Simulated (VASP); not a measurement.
# In7CoAs8 (F-43m) in VASP: single point with PBEsol+U

Aim: the single point of In7CoAs8 with PBEsol+U.

Program: VASP 6.6.1. These are calculated values, not measurements. Logs are shortened: lines on timing, memory, paths and dates and some standing lists are left out, and cuts for length are marked.

## Step 1: The cell of the first run

Symmetry: F-43m, No. 216, cubic system. The conventional cell has a = 12.116 Å, b = 12.116 Å, c = 12.116 Å, α = 90.00°, β = 90.00°, γ = 90.00°. Co (site symmetry -43m) has 4 As at 2.46 Å within 3.2 Å. In (site symmetry 2mm) has 4 As at 2.64 to 2.66 Å within 3.5 Å. In (site symmetry -43m) has 4 As at 2.63 Å within 3.5 Å. Within 3.2 Å of As (site symmetry 3m) lie 1 Co at 2.46 Å and 3 In at 2.66 Å. Within 3.5 Å of As (site symmetry 3m) lie 4 In at 2.63 to 2.64 Å.

## Step 2: Single point, PBEsol+U, collinear spin, ferromagnetic start

Contents of INCAR:

```
PREC = Accurate
ENCUT = 520
EDIFF = 1E-7
ISMEAR = 0
SIGMA = 0.05
LREAL = Auto
LASPH = T
NELM = 150
ALGO = Normal
ISIF = 2
LWAVE = F
LCHARG = F
ISPIN = 2
MAGMOM = 2.26 0 0 0 0 0 0 0 0.04 0.04 0.04 0 0.04 0 0 0
LORBIT = 11
LMAXMIX = 4
LDAU = T
LDAUTYPE = 2
LDAUL = 2 -1 -1
LDAUU = 6 0 0
LDAUJ = 0 0 0
LDAUPRINT = 1
GGA = PS
NBANDS = 88
```

Contents of KPOINTS:

```
Automatic mesh
0
Gamma
  3 3 3
```

Contents of POSCAR:

```
In7CoAs8
1.0
    0.0000000000      6.0580000000      6.0580000000
    6.0580000000      0.0000000000      6.0580000000
    6.0580000000      6.0580000000      0.0000000000
Co In As
1 7 8
Direct
    0.0000000000      0.0000000000      1.0000000000
    0.0033947217      0.0033947217      0.4966052783
    0.0033947217      0.4966052783      0.0033947217
    0.0033947217      0.4966052783      0.4966052783
    0.4966052783      0.0033947217      0.0033947217
    0.4966052783      0.0033947217      0.4966052783
    0.4966052783      0.4966052783      0.0033947217
    0.5000000000      0.5000000000      0.5000000000
    0.1172760432      0.1172760432      0.1172760432
    0.1172760432      0.1172760432      0.6481718705
    0.1172760432      0.6481718705      0.1172760432
    0.1236636802      0.6254454399      0.6254454399
    0.6481718705      0.1172760432      0.1172760432
    0.6254454399      0.1236636802      0.6254454399
    0.6254454399      0.6254454399      0.1236636802
    0.6254454399      0.6254454399      0.6254454399
```

Potentials or basis: VASP PAW PBE potentials, release 64 (Co, In_d, As).

The run is started by

```console
cat potpaw_PBE.64/Co/POTCAR potpaw_PBE.64/In_d/POTCAR potpaw_PBE.64/As/POTCAR > POTCAR
mpirun -np 1 vasp_std > vasp.out
```

OUTCAR:

```text
PREC = Accurate
   ENCUT = 520
   EDIFF = 1E-7
   ISMEAR = 0
   LREAL = Auto
   LASPH = T
   NELM = 150
   ISIF = 2
   ISPIN = 2
   LORBIT = 11
   GGA = PS

 ion  position               nearest neighbor table
   1  0.000  0.000  0.000-  10 2.46  11 2.46  13 2.46   9 2.46
   2  0.003  0.003  0.497-  12 2.64  14 2.64   9 2.66  10 2.66
   3  0.003  0.497  0.003-  12 2.64  15 2.64   9 2.66  11 2.66
   4  0.003  0.497  0.497-  12 2.64  16 2.64  10 2.66  11 2.66
   5  0.497  0.003  0.003-  14 2.64  15 2.64   9 2.66  13 2.66
   6  0.497  0.003  0.497-  14 2.64  16 2.64  10 2.66  13 2.66
[... 8 lines left out ...]
  15  0.625  0.625  0.124-   8 2.63   7 2.64   3 2.64   5 2.64
  16  0.625  0.625  0.625-   8 2.63   6 2.64   7 2.64   4 2.64

  LATTYP: Found a face centered cubic cell.
 ALAT       =    12.1160000000

  Lattice vectors:

 A1 = (   0.0000000000,   6.0580000000,   6.0580000000)
 A2 = (   6.0580000000,   0.0000000000,   6.0580000000)
 A3 = (   6.0580000000,   6.0580000000,   0.0000000000)

Analysis of symmetry for initial positions (statically):
=====================================================================
 Subroutine PRICEL returns:
 Original cell was already a primitive cell.

 Routine SETGRP: Setting up the symmetry group for a
 face centered cubic supercell.

 Subroutine GETGRP returns: Found 24 space group operations
 (whereof 24 operations were pure point group operations)
 out of a pool of 48 trial point group operations.

The static configuration has the point symmetry T_d .

Analysis of symmetry for dynamics (positions and initial velocities):
=====================================================================
 Subroutine PRICEL returns:
 Original cell was already a primitive cell.

 Routine SETGRP: Setting up the symmetry group for a
 face centered cubic supercell.

 Subroutine GETGRP returns: Found 24 space group operations
 (whereof 24 operations were pure point group operations)
 out of a pool of 48 trial point group operations.

The dynamic configuration has the point symmetry T_d .

Analysis of structural, dynamic, and magnetic symmetry:
=====================================================================
 Subroutine PRICEL returns:
 Original cell was already a primitive cell.

 Routine SETGRP: Setting up the symmetry group for a
 face centered cubic supercell.

 Subroutine GETGRP returns: Found 24 space group operations
 (whereof 24 operations were pure point group operations)
 out of a pool of 48 trial point group operations.
[... 187 lines left out ...]
  ext. energy  EPLUGINS =         0.00000000
  ---------------------------------------------------
  free energy    TOTEN  =       -67.69060653 eV

  energy without entropy =      -67.68320810  energy(sigma->0) =      -67.68690732

 E-fermi :   3.7801     XC(G=0):  -9.1987

 val. band max:        3.7592437416   @ k =   0.0000   0.0000   0.0000
 cond. band min:       3.7888349600   @ k =  -0.3333   0.3333   0.0000
 fundamental gap:      0.0295912183
 Fermi energy:         3.7801161622

 spin component 1

 k-point     1 :       0.0000    0.0000    0.0000
  band No.  band energies     occupation
      1     -10.4364      1.00000
      2     -10.4364      1.00000
      3     -10.4364      1.00000
      4     -10.3926      1.00000
      5     -10.3344      1.00000
      6     -10.3344      1.00000
[... 329 lines left out ...]
     81       7.5331      0.00000
     82       7.5442      0.00000
 Fermi energy:         3.7801161622

 spin component 2

 k-point     1 :       0.0000    0.0000    0.0000
  band No.  band energies     occupation
      1     -10.4419      1.00000
      2     -10.4419      1.00000
      3     -10.4419      1.00000
      4     -10.3988      1.00000
      5     -10.3382      1.00000
      6     -10.3382      1.00000
[... 329 lines left out ...]
     81       7.5466      0.00000
     82       7.5874      0.00000
 [bands above 82 left out]

------------------------ aborting loop because EDIFF is reached ----------------------------------------

  FORCE on cell =-STRESS in cart. coord.  units (eV):
  Direction    XX          YY          ZZ          XY          YZ          ZX
  --------------------------------------------------------------------------------------
  -------------------------------------------------------------------------------------
  Total       -2.8818270     -2.8818270     -2.8818270      0.0000000      0.0000000     -0.0000000
  in kB      -10.3839046    -10.3839046    -10.3839046      0.0000000      0.0000000     -0.0000000
  external PRESSURE =     -10.3839046 kB  Pullay stress =       0.0000000 kB

 VOLUME and BASIS-vectors are now :
 -----------------------------------------------------------------------------
  energy-cutoff  :      520.00
  volume of cell :      444.65
      direct lattice vectors                 reciprocal lattice vectors
     0.000000000  6.058000000  6.058000000    -0.082535490  0.082535490  0.082535490
     6.058000000  0.000000000  6.058000000     0.082535490 -0.082535490  0.082535490
     6.058000000  6.058000000  0.000000000     0.082535490  0.082535490 -0.082535490

 POSITION                                       TOTAL-FORCE (eV/Angst)
 -----------------------------------------------------------------------------------
      0.00000      0.00000      0.00000        -0.000000     -0.000000     -0.000000
      3.02900      3.02900      0.04113        -0.000000     -0.000000      0.106889
      3.02900      0.04113      3.02900        -0.000000      0.106889     -0.000000
      6.01687      3.02900      3.02900        -0.106889     -0.000000     -0.000000
      0.04113      3.02900      3.02900         0.106889     -0.000000     -0.000000
      3.02900      6.01687      3.02900        -0.000000     -0.106889     -0.000000
[... 8 lines left out ...]
      4.53810      4.53810      7.57790        -0.014528     -0.014528      0.014528
      7.57790      7.57790      7.57790         0.014528      0.014528      0.014528
 -----------------------------------------------------------------------------------
    total drift:                                0.000001      0.000001      0.000001

  FREE ENERGIE OF THE ION-ELECTRON SYSTEM (eV)
  ---------------------------------------------------
  free  energy   TOTEN  =       -67.6906065314 eV

  energy  without entropy=      -67.6832080993  energy(sigma->0) =      -67.68690732

 total charge

# of ion       s       p       d       tot
------------------------------------------
    1        0.420   0.379   7.084   7.883
    2        0.849   0.703   9.882  11.435
    3        0.849   0.703   9.882  11.435
    4        0.849   0.703   9.882  11.435
    5        0.849   0.703   9.882  11.435
    6        0.849   0.703   9.882  11.435
[... 8 lines left out ...]
   15        1.226   1.541   0.021   2.788
   16        1.226   1.541   0.021   2.788
--------------------------------------------------
tot         16.185  17.581  76.430 110.196

 magnetization (x)

# of ion       s       p       d       tot
------------------------------------------
    1        0.027   0.035   2.514   2.577
    2        0.005  -0.003  -0.004  -0.002
    3        0.005  -0.003  -0.004  -0.002
    4        0.005  -0.003  -0.004  -0.002
    5        0.005  -0.003  -0.004  -0.002
    6        0.005  -0.003  -0.004  -0.002
[... 8 lines left out ...]
   15       -0.000  -0.036  -0.000  -0.037
   16       -0.000  -0.036  -0.000  -0.037
--------------------------------------------------
tot          0.070  -0.356   2.493   2.207
```

Run time: 30 min. Hardware: 1 thread of Intel Xeon 8259CL, shared host; peak memory 0.89 GiB.

Results:

```
Free energy                                           : -67.6906 eV
Pressure                                              : -1.0 GPa
Largest force                                         : 0.231 eV/Å
Net moment                                            : 2.06 μB per cell
Site moments                                          : Co +2.58; In -0.00, -0.01 (each value once); As -0.05, -0.04 (each value once) μB
Valence electrons inside the program's atomic spheres : Co 7.88; In 11.44, 11.46 (each value once); As 2.77, 2.79 (each value once)
```

Forces on the atoms (eV/Å):
```
Co   0.000  0.000  0.000
In   0.000  0.000  0.107
In   0.000  0.107  0.000
In  -0.107  0.000  0.000
In   0.107  0.000  0.000
In   0.000 -0.107  0.000
In   0.000  0.000 -0.107
In   0.000  0.000  0.000
As   0.134  0.134  0.134
As  -0.134 -0.134  0.134
As  -0.134  0.134 -0.134
As   0.015 -0.015 -0.015
As   0.134 -0.134 -0.134
As  -0.015  0.015 -0.015
As  -0.015 -0.015  0.015
As   0.015  0.015  0.015
```

Eigenvalues of the final occupation matrices:
| site | spin | trace | eigenvalues |
| --- | --- | --- | --- |
| site 1 d | 1 | 4.81 | 0.96 0.96 0.96 0.96 0.96 |
| site 1 d | 2 | 2.29 | 0.13 0.13 0.13 0.95 0.95 |

Caveat: the PAW data sets were made with another functional, which shifts forces and pressure a little; spin-orbit coupling is left out, which moves the levels of the heavy elements; a cell with one magnetic atom can't hold antiferromagnetic order, which such compounds often take; the U is typed as a test and isn't derived for this compound. The state reached can hang on the start; a lower one may exist.
